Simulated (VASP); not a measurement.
Set up this calculation in VASP 6.6.1, as the native input.

- Task: single point
- Functional: PBE
- Potentials or basis: VASP PAW PBE potentials, release 64 (Sn_d, H)
- Cutoff: 520 eV
- k mesh: 6 × 6 × 8
- Occupations: gaussian, width 0.1 eV
- Spin: no spin polarisation
- Dipole correction: no
- Further INCAR settings: ALGO = Normal; EDIFF = 1e-07; NBANDS = 44

The structure of Sn5H lies in POSCAR:

```
Sn5H
1.0
    5.9936688600      0.0000000000      0.0000000000
   -2.9968344300      5.1906694946      0.0000000000
    0.0000000000      0.0000000000      5.6629467394
Sn H
5 1
Direct
    0.3333333333      0.6666666667      0.0000000000
    0.6666666667      0.3333333333      0.0000000000
    0.5000000000      0.0000000000      0.5000000000
    0.5000000000      0.5000000000      0.5000000000
    0.0000000000      0.5000000000      0.5000000000
    0.0000000000      0.0000000000      0.0000000000
```

The cell was generated, and may not be a known phase.

One way to write it, as run:

INCAR

```
SYSTEM = Sn5H
PREC     = Accurate       ! precision mode
ENCUT    = 520            ! plane-wave cutoff, eV
EDIFF    = 1E-7           ! SCF threshold, eV
ISMEAR   = 0              ! smearing method
SIGMA    = 0.1            ! smearing width, eV
LREAL    = .False.        ! projectors in reciprocal space
LASPH    = .True.         ! aspherical terms in the spheres
NELM     = 80             ! most SCF steps
ALGO     = Normal         ! electronic algorithm
ISIF     = 2              ! what is computed and relaxed
LWAVE    = .False.        ! write WAVECAR
LCHARG   = .True.         ! write CHGCAR
GGA      = PE             ! functional
LELF     = .True.         ! ELF
LVHAR    = .True.       
NBANDS   = 44             ! bands
```

KPOINTS

```
Automatic mesh
0
Gamma
  6 6 8
  0 0 0
```

Potentials or basis: VASP PAW PBE potentials, release 64 (Sn_d, H).

Launch:

```bash
$ cat potpaw_PBE.64/Sn_d/POTCAR potpaw_PBE.64/H/POTCAR > POTCAR
$ mpirun -np 1 vasp_std > vasp.out
```

It gave:

- Pressure: -0.1 GPa
- Band gap on the k mesh: zero (an odd number of electrons rules out a gap without spin polarisation)

Caveat: spin-orbit coupling is left out, which moves the levels of the heavy elements.

Wall time 2.6 min on 1 thread of AMD EPYC 9R45 96-Core Processor (Zen 5), with other jobs on the host, peak memory 0.37 GiB.
